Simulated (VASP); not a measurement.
## SiC: single point with PBE

SiC:

```
CELL_PARAMETERS angstrom
3.02930 0.00000 0.00000
-1.51465 2.62346 0.00000
0.00000 0.00000 4.96886
ATOMIC_POSITIONS crystal
Si 0.66667 0.33333 0.50456
Si 0.33333 0.66667 0.00456
C 0.66667 0.33333 0.88044
C 0.33333 0.66667 0.38044
```

This cell differs from its parent crystal: volume scaled by 0.94, then relaxed in part.

```json
{"Program": "VASP 6.6.1", "Task": "single point", "Functional": "PBE", "Potentials or basis": "VASP PAW PBE potentials, release 64 (Si, C)", "Cutoff": "520 eV", "k mesh": "12 × 12 × 6", "Occupations": "gaussian, width 0.02 eV", "Spin": "no spin polarisation", "Dipole correction": "no", "Further INCAR settings": "ALGO = Normal; EDIFF = 1e-06; NBANDS = 16"}
```

- Pressure: 14.8 GPa
- Largest force: 0.009 eV/Å
- Band gap on the k mesh: 2.19 eV, indirect (least direct gap 4.06 eV)

Forces in eV/Å, atoms in the order of the input:
```
Si   0.000  0.000  0.009
Si   0.000  0.000  0.009
C    0.000  0.000 -0.009
C    0.000  0.000 -0.009
```

Levels at points of the mesh, in eV from the valence-band top:
```tsv
k point	band 6	band 7	band 8	band 9	band 10	band 11
(0.00, 0.00, 0.00)	-0.11	0.00	0.00	5.19	6.71	6.94
(0.50, 0.00, 0.00)	-3.42	-3.42	-1.21	2.85	4.27	7.24
(0.00, 0.00, 0.50)	-0.72	-0.72	-0.72	6.29	6.29	7.60
(0.50, 0.00, 0.50)	-2.51	-2.37	-2.37	3.38	3.38	5.46
```

It took 22 s on 1 thread of Intel(R) Xeon(R) Platinum 8488C (Sapphire Rapids), on a shared host, peak memory 0.17 GiB.

 A k mesh can miss the band edges.
